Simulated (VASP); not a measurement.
# CaO (Fm-3m) in VASP: vibrations by perturbation theory with PBE

Aim: the vibrations by perturbation theory of CaO with PBE.

Everything below comes from runs of VASP 6.6.1. Logs are shortened: lines on timing, memory, paths and dates and some standing lists are left out, and cuts for length are marked.

## Step 1: The cell of the first run

Symmetry: Fm-3m, No. 225, cubic system. Conventional cell: a = 4.611 Å, b = 4.611 Å, c = 4.611 Å, α = 90.00°, β = 90.00°, γ = 90.00°. Ca (site symmetry m-3m) has 6 O at 2.31 Å within 3.0 Å. Within 3.0 Å of O (site symmetry m-3m) lie 6 Ca at 2.31 Å.

## Step 2: Vibrations by perturbation theory, PBE

File INCAR:

```
PREC = Accurate
ENCUT = 520
EDIFF = 1E-8
ISMEAR = 0
SIGMA = 0.01
LREAL = False
LASPH = True
NELM = 60
ALGO = Normal
ISIF = 2
LWAVE = False
LCHARG = True
GGA = PE
NBANDS = 15
IBRION = 8
NSW = 1
LEPSILON = True
```

File KPOINTS:

```
regular mesh
0
Gamma
  8 8 8
```

File POSCAR:

```
CaO
1.0
    0.0000000000      2.3053444473      2.3053444473
    2.3053444473      0.0000000000      2.3053444473
    2.3053444473      2.3053444473      0.0000000000
Ca O
1 1
Direct
    0.0000000000      0.0000000000      0.0000000000
    0.5000000000      0.5000000000      0.5000000000
```

Potentials or basis: VASP PAW PBE potentials, release 64 (Ca_sv, O).

On the command line:

```bash
$ cat potpaw_PBE.64/Ca_sv/POTCAR potpaw_PBE.64/O/POTCAR > POTCAR
$ mpirun -np 1 vasp_std > vasp.out
```

OUTCAR:

```text
PREC = Accurate
   ENCUT = 520
   EDIFF = 1E-8
   ISMEAR = 0
   LREAL = False
   LASPH = True
   NELM = 60
   ISIF = 2
   GGA = PE
   IBRION = 8
   NSW = 1
   LEPSILON = True

 ion  position               nearest neighbor table
   1  0.000  0.000  0.000-   2 2.31   2 2.31   2 2.31   2 2.31   2 2.31   2 2.31
   2  0.500  0.500  0.500-   1 2.31   1 2.31   1 2.31   1 2.31   1 2.31   1 2.31

  LATTYP: Found a face centered cubic cell.
 ALAT       =     4.6106888946

  Lattice vectors:

 A1 = (   0.0000000000,   2.3053444473,   2.3053444473)
 A2 = (   2.3053444473,   0.0000000000,   2.3053444473)
 A3 = (   2.3053444473,   2.3053444473,   0.0000000000)

Analysis of symmetry for initial positions (statically):
=====================================================================
 Subroutine PRICEL returns:
 Original cell was already a primitive cell.

 Routine SETGRP: Setting up the symmetry group for a
 face centered cubic supercell.

 Subroutine GETGRP returns: Found 48 space group operations
 (whereof 48 operations were pure point group operations)
 out of a pool of 48 trial point group operations.

The static configuration has the point symmetry O_h .

Analysis of symmetry for dynamics (positions and initial velocities):
=====================================================================
 Subroutine PRICEL returns:
 Original cell was already a primitive cell.

 Routine SETGRP: Setting up the symmetry group for a
 face centered cubic supercell.

 Subroutine GETGRP returns: Found 48 space group operations
 (whereof 48 operations were pure point group operations)
 out of a pool of 48 trial point group operations.

The dynamic configuration has the point symmetry O_h .

 Subroutine INISYM returns: Found 48 space group operations
 (whereof 48 operations are pure point group operations),
 and found     1 'primitive' translations

----------------------------------------------------------------------------------------

                                     Primitive cell

  volume of cell :      24.5040

  direct lattice vectors                    reciprocal lattice vectors
     0.000000000  2.305344447  2.305344447    -0.216887329  0.216887329  0.216887329
     2.305344447  0.000000000  2.305344447     0.216887329 -0.216887329  0.216887329
     2.305344447  2.305344447  0.000000000     0.216887329  0.216887329 -0.216887329

  length of vectors
     3.260249383  3.260249383  3.260249383     0.375659874  0.375659874  0.375659874

  position of ions in fractional coordinates (direct lattice)
     0.000000000  0.000000000  0.000000000
     0.500000000  0.500000000  0.500000000

  ion indices of the primitive-cell ions
   primitive index   ion index
                 1           1
                 2           2

----------------------------------------------------------------------------------------

 KPOINTS: regular mesh

Automatic generation of k-mesh.
 Grid dimensions read from file:
 generate k-points for:    8    8    8

 Generating k-lattice:

  Cartesian coordinates                     Fractional coordinates (reciprocal lattice)
    -0.027110916  0.027110916  0.027110916     0.125000000  0.000000000  0.000000000
     0.027110916 -0.027110916  0.027110916     0.000000000  0.125000000  0.000000000
     0.027110916  0.027110916 -0.027110916     0.000000000  0.000000000  0.125000000

  Length of vectors
     0.046957484  0.046957484  0.046957484

  Shift w.r.t. Gamma in fractional coordinates (k-lattice)
     0.000000000  0.000000000  0.000000000

 Subroutine IBZKPT returns following result:
 ===========================================

 Found     29 irreducible k-points:

 Following reciprocal coordinates:
            Coordinates               Weight
  0.000000  0.000000  0.000000      1.000000
  0.125000  0.000000  0.000000      8.000000
  0.250000  0.000000  0.000000      8.000000
[... 535 lines left out ...]
      direct lattice vectors                 reciprocal lattice vectors
     0.000000000  2.305344447  2.305344447    -0.216887329  0.216887329  0.216887329
     2.305344447  0.000000000  2.305344447     0.216887329 -0.216887329  0.216887329
     2.305344447  2.305344447  0.000000000     0.216887329  0.216887329 -0.216887329

 POSITION                                       TOTAL-FORCE (eV/Angst)
 -----------------------------------------------------------------------------------
      0.00000      0.00000      0.00000         0.000000     -0.000000      0.000000
      2.30534      2.30534      2.30534        -0.000000      0.000000     -0.000000
 -----------------------------------------------------------------------------------
    total drift:                                0.000000     -0.000000     -0.000000

  FREE ENERGIE OF THE ION-ELECTRON SYSTEM (eV)
  ---------------------------------------------------
  free  energy   TOTEN  =       -12.5807150321 eV

  energy  without entropy=      -12.5807150321  energy(sigma->0) =      -12.58071503

 HEAD OF MICROSCOPIC STATIC DIELECTRIC TENSOR (INDEPENDENT PARTICLE, excluding Hartree and local field effects)
 ------------------------------------------------------
           4.011749    -0.000000     0.000000
          -0.000000     4.011749    -0.000000
           0.000000    -0.000000     4.011749
 ------------------------------------------------------

 Free energy of the ion-electron system (eV)
  ---------------------------------------------------
  ---------------------------------------------------
  free energy    TOTEN  =        -0.21153850 eV

  energy without entropy =       -0.21153850

------------------------ aborting loop because EDIFF is reached ----------------------------------------

--------------------------------------- Ionic step        2  -------------------------------------------

------------------------ aborting loop because EDIFF is reached ----------------------------------------

--------------------------------------- Ionic step        3  -------------------------------------------

------------------------ aborting loop because EDIFF is reached ----------------------------------------

 PIEZOELECTRIC TENSOR FIELD DIRECTION 3  (e Angst)
 -----------------------------------------------------------------------------
     0.00000  0.00000  0.00000           ( -0.00001  0.00000  0.00000)
     0.00000  0.00000 -0.00000           (  0.00000 -0.00001 -0.00000)
    -0.00000  0.00000 -0.00078           (  0.00000 -0.00000 -0.00000)

 PIEZOELECTRIC TENSOR FIELD DIRECTION 3  (C/m^2)
 -----------------------------------------------------------------------------
     0.00000  0.00000  0.00000
     0.00000  0.00000 -0.00000
    -0.00000  0.00000 -0.00051

--------------------------------------- Ionic step        4  -------------------------------------------

------------------------ aborting loop because EDIFF is reached ----------------------------------------

[... ionic steps 5 to 6 ...]

--------------------------------------- Ionic step        7  -------------------------------------------

 Free energy of the ion-electron system (eV)
  ---------------------------------------------------
  ---------------------------------------------------
  free energy    TOTEN  =        -0.36457911 eV

  energy without entropy =       -0.36457911

------------------------ aborting loop because EDIFF is reached ----------------------------------------

 INTERNAL STRAIN TENSOR  FOR ION    2  DIRECTION 1   (eV/Angst):
 -----------------------------------------------------------------------------
     0.02299 -0.00000  0.00000
     0.00000 -0.01241  0.00000
    -0.00000  0.00000 -0.01241

 MACROSCOPIC STATIC DIELECTRIC TENSOR (including local field effects in DFT)
 ------------------------------------------------------
           3.869791    -0.000000    -0.000000
           0.000000     3.869791     0.000000
           0.000000    -0.000000     3.869791
 ------------------------------------------------------

 PIEZOELECTRIC TENSOR (including local field effects)  for field in x, y, z        (e  Angst)
          XX          YY          ZZ          XY          YZ          ZX
  --------------------------------------------------------------------------------
  x     0.00000     0.00000     0.00000     0.00000     0.00000     0.00000
  y     0.00000     0.00000     0.00000     0.00000     0.00000     0.00000
  z     0.00000     0.00000     0.00000     0.00000     0.00000     0.00000

 PIEZOELECTRIC TENSOR (including local field effects)  for field in x, y, z        (C/m^2)
          XX          YY          ZZ          XY          YZ          ZX
  --------------------------------------------------------------------------------
  x     0.00000     0.00000     0.00000     0.00000     0.00000     0.00000
  y     0.00000     0.00000     0.00000     0.00000     0.00000     0.00000
  z     0.00000     0.00000     0.00000     0.00000     0.00000     0.00000

 BORN EFFECTIVE CHARGES (including local field effects) (in |e|, cummulative output)
 ---------------------------------------------------------------------------------
 ion    1
    1     2.40893     0.00000     0.00000
    2     0.00000     2.40893     0.00000
    3     0.00000     0.00000     2.40893
 ion    2
    1    -2.40893     0.00000     0.00000
    2     0.00000    -2.40893     0.00000
    3     0.00000     0.00000    -2.40893

 INTERNAL STRAIN TENSOR FOR ION    2 for displacements in x,y,z  (eV/Angst):
          X           Y           Z          XY          YZ          ZX
  --------------------------------------------------------------------------------
  x     0.00000     0.00000     0.00000     0.00000     0.00000     0.00000
  y     0.00000     0.00000     0.00000     0.00000     0.00000     0.00000
  z     0.00000     0.00000     0.00000     0.00000     0.00000     0.00000

 SECOND DERIVATIVES (NOT SYMMETRIZED)
 ------------------------------------
               1X          1Y          1Z          2X          2Y          2Z
  1X    -5.519035    0.000000    0.000000    5.519035    0.000000    0.000000
  1Y     0.000000   -5.519035    0.000000    0.000000    5.519035    0.000000
  1Z     0.000000    0.000000   -5.519035    0.000000    0.000000    5.519035
  2X     5.496590    0.000000    0.000000   -5.496590    0.000000    0.000000
  2Y     0.000000    5.496590    0.000000    0.000000   -5.496590    0.000000
  2Z     0.000000    0.000000    5.496590    0.000000    0.000000   -5.496590

 Eigenvectors and eigenvalues of the dynamical matrix
 ----------------------------------------------------

   1 f  =   10.845103 THz    68.141791 2PiTHz  361.753695 cm-1    44.851722 meV
             X         Y         Z           dx          dy          dz
      0.000000  0.000000  0.000000    -0.000000   -0.534929   -0.000000
      2.305344  2.305344  2.305344     0.000000    0.844897    0.000000
[... 21 lines left out ...]
   6 f/i=    0.009987 THz     0.062750 2PiTHz    0.333132 cm-1     0.041303 meV
             X         Y         Z           dx          dy          dz
      0.000000  0.000000  0.000000    -0.801653    0.266841   -0.000000
      2.305344  2.305344  2.305344    -0.507550    0.168945    0.000000

--------------------------------------------------------------------------------------------------------

 MACROSCOPIC STATIC DIELECTRIC TENSOR IONIC CONTRIBUTION
 ------------------------------------------------------
           7.780294     0.000000     0.000000
           0.000000     7.780294     0.000000
           0.000000     0.000000     7.780294
 ------------------------------------------------------

 ELASTIC MODULI CONTR FROM IONIC RELAXATION (kBar)
 Direction    XX          YY          ZZ          XY          YZ          ZX
 --------------------------------------------------------------------------------
 XX           0.0000      0.0000      0.0000      0.0000      0.0000      0.0000
 YY           0.0000      0.0000      0.0000      0.0000      0.0000      0.0000
 ZZ           0.0000      0.0000      0.0000      0.0000      0.0000      0.0000
 XY           0.0000      0.0000      0.0000      0.0000      0.0000      0.0000
 YZ           0.0000      0.0000      0.0000      0.0000      0.0000      0.0000
 ZX           0.0000      0.0000      0.0000      0.0000      0.0000      0.0000
 --------------------------------------------------------------------------------

 PIEZOELECTRIC TENSOR IONIC CONTR  for field in x, y, z        (C/m^2)
          XX          YY          ZZ          XY          YZ          ZX
  --------------------------------------------------------------------------------
  x     0.00000     0.00000     0.00000     0.00000     0.00000     0.00000
  y     0.00000     0.00000     0.00000     0.00000     0.00000     0.00000
  z     0.00000     0.00000     0.00000     0.00000     0.00000     0.00000
```

Run time: 6.1 min. Hardware: 1 thread of AMD EPYC 9R45 (Zen 5), shared host; peak memory 0.16 GiB.

What came out:

```
Electronic dielectric tensor (diagonal)                 : 3.87
Born charges (mean of the diagonal)                     : Ca +2.41; O -2.41 e
Highest phonon frequency at Γ, LO-TO splitting left out : 362 cm⁻¹
```

Phonon frequencies in cm⁻¹ (negative: imaginary):
| q point | frequencies |
| --- | --- |
| (0.000, 0.000, 0.000) | 0 0 0 362 362 362 |

Electronic dielectric tensor:
```
3.87 0.00 0.00
0.00 3.87 0.00
0.00 0.00 3.87
```

Born effective charge tensors (e):
atom 1, Ca
```
2.41 0.00 0.00
0.00 2.41 0.00
0.00 0.00 2.41
```
atom 2, O
```
-2.41  0.00  0.00
 0.00 -2.41  0.00
 0.00  0.00 -2.41
```

Caveat: the cell wasn't relaxed at this level first, which shifts response properties.
